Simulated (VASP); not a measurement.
# CsBr (Pm-3m) in VASP: G0W0 quasiparticle levels with PBE

Aim: the G0W0 quasiparticle levels of CsBr with PBE.

Everything below comes from runs of VASP 6.6.1. Logs are shortened: lines on timing, memory, paths and dates and some standing lists are left out, and cuts for length are marked.

### 1 The cell of the first run

Symmetry: Pm-3m, No. 221, cubic system. Conventional cell: a = 4.320 Å, b = 4.320 Å, c = 4.320 Å, α = 90.00°, β = 90.00°, γ = 90.00°. Within 4.9 Å of Cs (site symmetry m-3m) lie 8 Br at 3.74 Å and 6 Cs at 4.32 Å. Within 4.9 Å of Br (site symmetry m-3m) lie 8 Cs at 3.74 Å and 6 Br at 4.32 Å.

### 2 G0W0 quasiparticle levels, PBE

The input, POSCAR:

```
CsBr
1.0
    4.3199575116      0.0000000000      0.0000000000
    0.0000000000      4.3199575116      0.0000000000
    0.0000000000      0.0000000000      4.3199575116
Cs Br
1 1
Direct
    0.0000000000      0.0000000000      0.0000000000
    0.5000000000      0.5000000000      0.5000000000
```

The input, INCAR.step1:

```
SYSTEM = CsBr
PREC = Accurate
ENCUT = 500
EDIFF = 1E-8
ISMEAR = 0
SIGMA = 0.01
LREAL = .FALSE.
LASPH = .TRUE.
NELM = 80
ALGO = Normal
LWAVE = .TRUE.
LCHARG = .FALSE.
GGA = PE
```

The input, INCAR.step2:

```
SYSTEM = CsBr
PREC = Accurate
ENCUT = 500
EDIFF = 1E-8
ISMEAR = 0
SIGMA = 0.01
LREAL = .FALSE.
LASPH = .TRUE.
NELM = 1
ALGO = Exact
LWAVE = .TRUE.
LCHARG = .FALSE.
GGA = PE
NBANDS = 248
LOPTICS = .TRUE.
ISTART = 1
```

The input, INCAR.step3:

```
SYSTEM = CsBr
PREC = Accurate
ENCUT = 500
EDIFF = 1E-8
ISMEAR = 0
SIGMA = 0.01
LREAL = .FALSE.
LASPH = .TRUE.
ALGO = EVGW0
LWAVE = .FALSE.
LCHARG = .FALSE.
GGA = PE
NELMGW = 1
NBANDS = 248
ENCUTGW = 120.0
NOMEGA = 96
PRECFOCK = Fast
ISTART = 1
NBANDSGW = 16
OMEGAMAX = 20
```

The input, KPOINTS:

```
regular mesh
0
G
  4 4 4
  0 0 0
```

Potentials or basis: VASP PAW PBE potentials, release 64 (Cs_sv_GW, Br_GW).

Launch:

```sh
cat potpaw_PBE.64/Cs_sv_GW/POTCAR potpaw_PBE.64/Br_GW/POTCAR > POTCAR
cp INCAR.step1 INCAR
mpirun -np 1 vasp_std > vasp.out
cp INCAR.step2 INCAR
mpirun -np 1 vasp_std > vasp.out
cp INCAR.step3 INCAR
mpirun -np 1 vasp_std > vasp.out
```

OUTCAR:

```text
SYSTEM = CsBr
   PREC = Accurate
   ENCUT = 500
   EDIFF = 1E-8
   ISMEAR = 0
   LREAL = .FALSE.
   LASPH = .TRUE.
   GGA = PE
   NELMGW = 1
   ENCUTGW = 120.0
   PRECFOCK = Fast
   ISTART = 1

 ion  position               nearest neighbor table
   1  0.000  0.000  0.000-
   2  0.500  0.500  0.500-

  LATTYP: Found a simple cubic cell.
 ALAT       =     4.3199575116

  Lattice vectors:

 A1 = (   4.3199575116,   0.0000000000,   0.0000000000)
 A2 = (   0.0000000000,   4.3199575116,   0.0000000000)
 A3 = (   0.0000000000,   0.0000000000,   4.3199575116)

Analysis of symmetry for initial positions (statically):
=====================================================================
 Subroutine PRICEL returns:
 Original cell was already a primitive cell.

 Routine SETGRP: Setting up the symmetry group for a
 simple cubic supercell.

 Subroutine GETGRP returns: Found 48 space group operations
 (whereof 48 operations were pure point group operations)
 out of a pool of 48 trial point group operations.

The static configuration has the point symmetry O_h .

Analysis of symmetry for dynamics (positions and initial velocities):
=====================================================================
 Subroutine PRICEL returns:
 Original cell was already a primitive cell.

 Routine SETGRP: Setting up the symmetry group for a
 simple cubic supercell.

 Subroutine GETGRP returns: Found 48 space group operations
 (whereof 48 operations were pure point group operations)
 out of a pool of 48 trial point group operations.

The dynamic configuration has the point symmetry O_h .

 Subroutine INISYM returns: Found 48 space group operations
 (whereof 48 operations are pure point group operations),
 and found     1 'primitive' translations

----------------------------------------------------------------------------------------

                                     Primitive cell

  volume of cell :      80.6192

  direct lattice vectors                    reciprocal lattice vectors
     4.319957512  0.000000000  0.000000000     0.231483758  0.000000000  0.000000000
     0.000000000  4.319957512  0.000000000     0.000000000  0.231483758  0.000000000
     0.000000000  0.000000000  4.319957512     0.000000000  0.000000000  0.231483758

  length of vectors
     4.319957512  4.319957512  4.319957512     0.231483758  0.231483758  0.231483758

  position of ions in fractional coordinates (direct lattice)
     0.000000000  0.000000000  0.000000000
     0.500000000  0.500000000  0.500000000

  ion indices of the primitive-cell ions
   primitive index   ion index
                 1           1
                 2           2

----------------------------------------------------------------------------------------

 KPOINTS: regular mesh

Automatic generation of k-mesh.
 Grid dimensions read from file:
 generate k-points for:    4    4    4

 Generating k-lattice:

  Cartesian coordinates                     Fractional coordinates (reciprocal lattice)
     0.057870940  0.000000000  0.000000000     0.250000000  0.000000000  0.000000000
     0.000000000  0.057870940  0.000000000     0.000000000  0.250000000  0.000000000
     0.000000000  0.000000000  0.057870940     0.000000000  0.000000000  0.250000000

  Length of vectors
     0.057870940  0.057870940  0.057870940

  Shift w.r.t. Gamma in fractional coordinates (k-lattice)
     0.000000000  0.000000000  0.000000000

 Subroutine IBZKPT returns following result:
 ===========================================

 Found     10 irreducible k-points:

 Following reciprocal coordinates:
            Coordinates               Weight
  0.000000  0.000000  0.000000      1.000000
  0.250000  0.000000  0.000000      6.000000
  0.500000  0.000000  0.000000      3.000000
  0.250000  0.250000  0.000000     12.000000
  0.500000  0.250000  0.000000     12.000000
  0.500000  0.500000  0.000000      3.000000
  0.250000  0.250000  0.250000      8.000000
  0.500000  0.250000  0.250000     12.000000
  0.500000  0.500000  0.250000      6.000000
  0.500000  0.500000  0.500000      1.000000
   k-points           NKPTS =     10   k-points in BZ     NKDIM =     64   number of bands    NBANDS=    248
   number of dos      NEDOS =    301   number of ions     NIONS =      2
   total plane-waves  NPLWV =  32768
   dimension x,y,z NGX =    32 NGY =   32 NGZ =   32
   dimension x,y,z NGXF=    64 NGYF=   64 NGZF=   64
   ions per type =               1   1
   NGX,Y,Z   is equivalent  to a cutoff of  12.31, 12.31, 12.31 a.u.
   NGXF,Y,Z  is equivalent  to a cutoff of  24.63, 24.63, 24.63 a.u.
 SYSTEM =  CsBr
   PREC   = accura    normal or accurate (medium, high low for compatibility)
   ISTART =      1    job   : 0-new  1-cont  2-samecut
   ICHARG =      0    charge: 1-file 2-atom 10-const
   ISPIN  =      1    spin polarized calculation?
   LNONCOLLINEAR =      F non collinear calculations
   LSORBIT =      F    spin-orbit coupling
   LASPH  =      T    aspherical Exc in radial PAW
   ENCUT  =  500.0 eV  36.75 Ry    6.06 a.u.   7.88  7.88  7.88*2*pi/ulx,y,z
   NELM   =     60;   NELMIN=  2; NELMDL=  0     # of ELM steps
   EDIFF  = 0.1E-07   stopping-criterion for ELM
   LREAL  =      F    real-space projection
   EDIFFG = 0.1E-06   stopping-criterion for IOM
   NSW    =      0    number of steps for IOM
   IBRION =     -1    ionic relax: 0-MD 1-quasi-New 2-CG
   NFREE  =      0    steps in history (QN), initial steepest desc. (CG)
   ISIF   =      0    stress and relaxation
   ISYM   =      3    0-nonsym 1-usesym 2-fastsym
   POTIM  = 0.5000    time-step for ionic-motion
   TEBEG  =    0.0;   TEEND  =   0.0 temperature during run
   PSTRESS=    0.0 pullay stress
   NELECT =      16.0000    total number of electrons
   NUPDOWN=      -1.0000    fix difference up-down
   EMIN   =  10.00;   EMAX   =-10.00  energy-range for DOS
   EFERMI =   0.00;   METHOD = LEGACY
   ISMEAR =     0;   SIGMA  =   0.01  broadening in eV -4-tet -1-fermi 0-gaus
   EFERMI_NEDOS =   21; number of points for ismear=-14 and -15
   IALGO  =     38    algorithm
   IMIX   =      4    mixing-type and parameters
     AMIX     =   0.40;   BMIX     =  1.00
     AMIX_MAG =   1.60;   BMIX_MAG =  1.00
  volume/ion in A,a.u.               =      40.31       272.02
  Fermi-wavevector in a.u.,A,eV,Ry     =   0.954924  1.804544 12.406871  0.911879
  Thomas-Fermi vector in A             =   2.083715
   LORBIT       =      0    0 simple, 1 ext, 2 COOP (PROOUT), +10 PAW based schemes
   GGA     = PE    functional components
   LHFCALC =     T    Hartree Fock is set to
   PRECFOCK=fast      Normal, Fast or Accurate (Low or Medium for compatibility)
   ENCUT4O =  -1.0   cutoff for four orbital integrals eV
   NKREDX  =     1    reduce k-point grid by
   NKREDY  =     1    reduce k-point grid by
   NKREDZ  =     1    reduce k-point grid by
   AEXX    =    1.0000 exact exchange contribution
   HFSCREEN=    0.0000 screening length (either q_TF or 0.3 A-1)
   HFSCREENC=   0.0000 screening length for correlation (either q_TF or 0.3 A-1)
   ENCUTFOCK=  -1.0 apply spherical cutoff to Coloumb kernel
   IVDW    =     0    specifies the selected vdW correction
   LEPSILON=     F    determine dielectric tensor
   LRPA    =     F    only Hartree local field effects (RPA)
   LRPAFORCE           =     F    calculate RPA forces
   ENCUTGW             = 120.0    cutoff for response function in eV
   ENCUTGWSOFT         =  96.0    soft cutoff for Coulomb kernel in GW response function in eV
   ENCUTLF             =  -1.0    cutoff for local field effects
   NELMGW              =     1    number of iterations in solving QP/BSE equation
   NELMHF              =     1    number of iterations in the inner HF iteration
   NKREDLFX            =     1    NKREDLFY  =   1   NKREDLFZ  =   1
 non-spin polarized calculation
 Gauss-broadening in eV      SIGMA  =   0.01
  energy-cutoff  :      500.00
  volume of cell :       80.62
 maximum number of plane-waves:      2103
 NGX is ok and might be reduce to    32
  NGX = 18; NGY = 18; NGZ = 18
   NGX = 15   NGY = 15   NGZ = 15
 maximum number of plane-waves:       280
 NGX is ok and might be reduce to    18

 QP shifts <psi_nk| G(iteration)W_0 |psi_nk>: iteration 1
 for sc-GW calculations column KS-energies equals QP-energies in previous step
 and V_xc(KS)=  KS-energies - (<T + V_ion + V_H > + <T+V_H+V_ion>^1  + <V_x>^1)

 k-point   1 :       0.0000    0.0000    0.0000
  band No.  KS-energies  QP-energies   sigma(KS)   V_xc(KS)     V^pw_x(r,r')   Z            occupation Imag(sigma)

      1     -19.4290     -20.2255     -15.4637     -14.2927     -22.7744       0.6802       2.0000       1.1099
      2     -11.9739     -12.9945     -15.5254     -13.9670     -22.1380       0.6549       2.0000       1.0603
      3      -6.0357      -7.9991     -15.4150     -12.9657     -17.4957       0.8017       2.0000       0.0529
      4      -6.0357      -7.9991     -15.4150     -12.9657     -17.4957       0.8017       2.0000       0.0529
      5      -6.0357      -7.9991     -15.4150     -12.9657     -17.4957       0.8017       2.0000       0.0529
      6       0.3574      -1.2833     -14.6712     -12.6074     -16.4035       0.7950       2.0000       0.0393
[... 8 lines left out ...]
     15      12.3870      13.3300      -7.1600      -8.3255      -3.3681       0.8090       0.0000      -0.1003
     16      12.3870      13.3300      -7.1600      -8.3255      -3.3681       0.8090       0.0000      -0.1003

 k-point   2 :       0.2500    0.0000    0.0000
  band No.  KS-energies  QP-energies   sigma(KS)   V_xc(KS)     V^pw_x(r,r')   Z            occupation Imag(sigma)

      1     -19.4048     -20.1961     -15.4903     -14.3205     -22.7864       0.6764       2.0000       1.0923
      2     -11.9792     -12.9922     -15.4946     -13.9396     -22.1116       0.6515       2.0000       1.0497
      3      -6.2302      -8.2033     -15.2525     -12.7864     -17.3492       0.8001       2.0000       0.0553
      4      -5.9876      -7.9460     -15.4645     -13.0261     -17.5229       0.8032       2.0000       0.0494
      5      -5.9876      -7.9460     -15.4645     -13.0261     -17.5229       0.8032       2.0000       0.0494
      6      -0.3632      -2.0477     -13.7475     -11.5880     -15.5144       0.7800       2.0000       0.0430
[... 8 lines left out ...]
     15       9.9728      10.7819      -6.3966      -7.3826      -2.7377       0.8206       0.0000      -0.0663
     16      12.1517      13.2349      -7.3232      -8.6828      -3.2275       0.7966       0.0000      -0.1064

 k-point   3 :       0.5000    0.0000    0.0000
  band No.  KS-energies  QP-energies   sigma(KS)   V_xc(KS)     V^pw_x(r,r')   Z            occupation Imag(sigma)

      1     -19.3803     -20.1726     -15.5169     -14.3491     -22.7987       0.6784       2.0000       1.0768
      2     -11.9865     -12.9964     -15.4617     -13.9062     -22.0793       0.6493       2.0000       1.0407
      3      -6.4025      -8.3810     -15.1404     -12.6614     -17.2559       0.7981       2.0000       0.0578
      4      -5.9381      -7.8926     -15.5172     -13.0904     -17.5519       0.8054       2.0000       0.0456
      5      -5.9381      -7.8926     -15.5172     -13.0904     -17.5519       0.8054       2.0000       0.0456
      6      -0.9106      -2.6654     -13.3037     -11.0426     -15.1895       0.7761       2.0000       0.0490
[... 8 lines left out ...]
     15      10.1279      11.4835      -8.0455      -9.7281      -4.2494       0.8056       0.0000      -0.0512
     16      10.9900      11.9530      -6.9901      -8.1719      -3.1877       0.8149       0.0000      -0.0708

 k-point   4 :       0.2500    0.2500    0.0000
  band No.  KS-energies  QP-energies   sigma(KS)   V_xc(KS)     V^pw_x(r,r')   Z            occupation Imag(sigma)

      1     -19.3823     -20.1705     -15.5155     -14.3459     -22.7978       0.6739       2.0000       1.0796
      2     -11.9555     -12.9596     -15.5110     -13.9626     -22.1240       0.6485       2.0000       1.0332
      3      -6.3224      -8.3172     -15.1265     -12.6215     -17.2725       0.7963       2.0000       0.0638
      4      -6.1843      -8.1538     -15.3006     -12.8450     -17.3776       0.8021       2.0000       0.0519
      5      -5.9482      -7.9024     -15.5059     -13.0755     -17.5505       0.8041       2.0000       0.0473
      6      -0.3870      -2.0855     -13.7852     -11.6047     -15.5854       0.7790       2.0000       0.0436
[... 8 lines left out ...]
     15      10.4041      11.2808      -6.6749      -7.7470      -2.8905       0.8177       0.0000      -0.0706
     16      11.8103      12.8249      -6.8269      -8.0913      -2.8080       0.8024       0.0000      -0.1028
[... 64 lines left out ...]
      1     -19.3393     -20.1309     -15.5644     -14.3938     -22.8201       0.6763       2.0000       1.0605
      2     -11.8873     -12.8643     -15.5809     -14.0443     -22.1732       0.6358       2.0000       0.9983
      3      -6.4956      -8.5046     -15.0103     -12.4843     -17.1724       0.7953       2.0000       0.0654
      4      -6.2559      -8.2434     -15.1825     -12.6896     -17.3108       0.7972       2.0000       0.0610
      5      -6.1873      -8.1690     -15.2809     -12.8082     -17.3498       0.8014       2.0000       0.0491
      6      -0.4929      -2.2117     -13.9101     -11.7060     -15.7567       0.7799       2.0000       0.0444
[... 8 lines left out ...]
     15      11.7877      13.1847      -8.0991      -9.8654      -4.1104       0.7909       0.0000      -0.1103
     16      11.8362      12.9054      -7.0302      -8.3582      -3.0786       0.8051       0.0000      -0.0929

 k-point   9 :       0.5000    0.5000    0.2500
  band No.  KS-energies  QP-energies   sigma(KS)   V_xc(KS)     V^pw_x(r,r')   Z            occupation Imag(sigma)

      1     -19.3188     -20.1145     -15.5871     -14.4161     -22.8309       0.6795       2.0000       1.0542
      2     -11.8408     -12.8017     -15.6396     -14.1095     -22.2159       0.6279       2.0000       0.9810
      3      -6.5043      -8.5200     -14.9852     -12.4480     -17.1486       0.7945       2.0000       0.0650
      4      -6.5043      -8.5200     -14.9852     -12.4480     -17.1486       0.7945       2.0000       0.0650
      5      -6.1588      -8.1390     -15.3088     -12.8411     -17.3726       0.8025       2.0000       0.0484
      6      -0.4841      -2.2073     -13.8796     -11.6715     -15.7270       0.7804       2.0000       0.0446
[... 8 lines left out ...]
     15      11.5067      13.0662      -8.4066     -10.3842      -4.4802       0.7886       0.0000      -0.1029
     16      11.8761      13.2299      -7.9986      -9.7004      -4.0546       0.7955       0.0000      -0.1051

 k-point  10 :       0.5000    0.5000    0.5000
  band No.  KS-energies  QP-energies   sigma(KS)   V_xc(KS)     V^pw_x(r,r')   Z            occupation Imag(sigma)

      1     -19.2989     -20.0988     -15.6098     -14.4374     -22.8413       0.6822       2.0000       1.0473
      2     -11.8046     -12.7590     -15.6796     -14.1547     -22.2398       0.6259       2.0000       0.9627
      3      -6.4173      -8.4214     -15.0872     -12.5721     -17.1934       0.7968       2.0000       0.0529
      4      -6.4173      -8.4214     -15.0872     -12.5721     -17.1934       0.7968       2.0000       0.0529
      5      -6.4173      -8.4214     -15.0872     -12.5721     -17.1934       0.7968       2.0000       0.0529
      6      -0.7566      -2.5096     -13.5018     -11.2414     -15.3961       0.7755       2.0000       0.0474
[... 8 lines left out ...]
     15      11.6083      13.1961      -8.4847     -10.4974      -4.5419       0.7889       0.0000      -0.1072
     16      11.6083      13.1961      -8.4847     -10.4974      -4.5419       0.7889       0.0000      -0.1072
```

It took 5.9 min on 1 thread of Intel Xeon 6975P-C (Granite Rapids), shared host; peak memory 1.3 GiB.

What came out:

* Quasiparticle gap: 6.69 eV
* Least direct quasiparticle gap: 6.69 eV
* Band gap of the starting levels on the mesh: 4.43 eV
* Least direct gap of the starting levels on the mesh: 4.43 eV

Caveat: the k points lie up to 0.36 Å⁻¹ apart; bands, screening cutoff and mesh are small and nothing is extrapolated, so the quasiparticle values aren't converged; spin-orbit coupling is left out, which moves the levels of the heavy elements.
